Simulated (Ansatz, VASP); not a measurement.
# Two plane-wave programs on BAs

Contents of POSCAR:

```
BAs
1.0
    0.0000000000      2.4157862801      2.3812712956
    2.4157862801      0.0000000000      2.3812712956
    2.4157862801      2.4157862801      0.0000000000
B As
1 1
Direct
    0.0000000000      0.0000000000      0.0000000000
    0.2500000000      0.2500000000      0.2500000000
```

File INCAR.step1:

```
PREC     = Accurate       # precision mode
ENCUT    = 520            # plane-wave cutoff, eV
EDIFF    = 1E-5           # SCF threshold, eV
ISMEAR   = 0              # smearing method
SIGMA    = 0.01           # smearing width, eV
LREAL    = F              # projectors in reciprocal space
LASPH    = T              # aspherical terms in the spheres
NELM     = 80             # most SCF steps
ALGO     = Normal         # electronic algorithm
ISIF     = 2              # what is computed and relaxed
LWAVE    = T              # write WAVECAR
LCHARG   = F              # write CHGCAR
GGA      = PE             # functional
NBANDS   = 11             # bands
```

Contents of INCAR.step2:

```
PREC     = Accurate       # precision mode
ENCUT    = 520            # plane-wave cutoff, eV
EDIFF    = 1E-7           # SCF threshold, eV
ISMEAR   = 0              # smearing method
SIGMA    = 0.01           # smearing width, eV
LREAL    = F              # projectors in reciprocal space
LASPH    = T              # aspherical terms in the spheres
NELM     = 80             # most SCF steps
ALGO     = Normal         # electronic algorithm
ISIF     = 2              # what is computed and relaxed
LWAVE    = F              # write WAVECAR
LCHARG   = F              # write CHGCAR
GGA      = PE             # functional
LHFCALC  = T              # exact exchange
HFSCREEN = 0.2079         # screening, 1/A
PRECFOCK = Normal       
ISTART   = 1            
NBANDS   = 11             # bands
```

File KPOINTS:

```
Automatic mesh
0
Gamma
  6 6 6
```

Input for Ansatz:

```yaml
crystal:
  lattice:
    - [0.0, 2.4157862801, 2.3812712956]
    - [2.4157862801, 0.0, 2.3812712956]
    - [2.4157862801, 2.4157862801, 0.0]
  atoms:
    - { symbol: B, position: [0.0, 0.0, 0.0] }
    - { symbol: As, position: [0.25, 0.25, 0.25] }
kpoints:
  mp_grid: { grid: [6, 6, 6] }
  band_path:
    path:
      - [0.0, 0.0, 0.0]
      - [-0.5, -0.5, 0.0]
      - [-0.375, -0.375, 0.25]
      - [-0.375, 0.0, 0.375]
      - [0.0, 0.0, 0.5]
      - [-0.5, -0.25, 0.25]
      - [0.398438, 0.398438, 0.0]
    npoints: 1
hamiltonian:
  xc: hse06
scf:
  occupations: { method: fixed }
  n_extra_bands: 4
output:
  forces: true
  stress: true
  eigenvalues: true
  write_density: true
  write_potential: true
  elf: true
  volumetric_format: npy
```

Change from the starting cell: epitaxial_xy strain +1.0%.

Alike in both runs: task single point; functional HSE06; k mesh 6 × 6 × 6; no spin polarisation.

|  | VASP | Ansatz |
| --- | --- | --- |
| version | VASP 6.6.1 | Ansatz 0.2.0 |
| potentials or method | VASP PAW PBE potentials, release 64 (B, As) | plane waves, PAW |
| plane-wave cutoff (eV) | 520 | 420 |
| occupations | gaussian, width 0.01 eV | fixed |
| valence electrons in the cell | 8 | 18 |

|  | VASP | Ansatz | Ansatz less VASP |
| --- | --- | --- | --- |
| gap on the k mesh at the Fermi level (eV) | 1.74 | 1.73 | -0.009 |
| pressure (GPa) | -3.3 | -3.2 | +0.13 |
| traceless stress, the component that is largest in VASP (GPa) | 2.06 | 2.06 | -0.001 |

VASP's potentials hold 8 valence electrons a cell and Ansatz's 18, so a difference there can come from the potentials and not from the codes. Ansatz's warnings: stress exchange threshold loose, stress scf threshold loose.
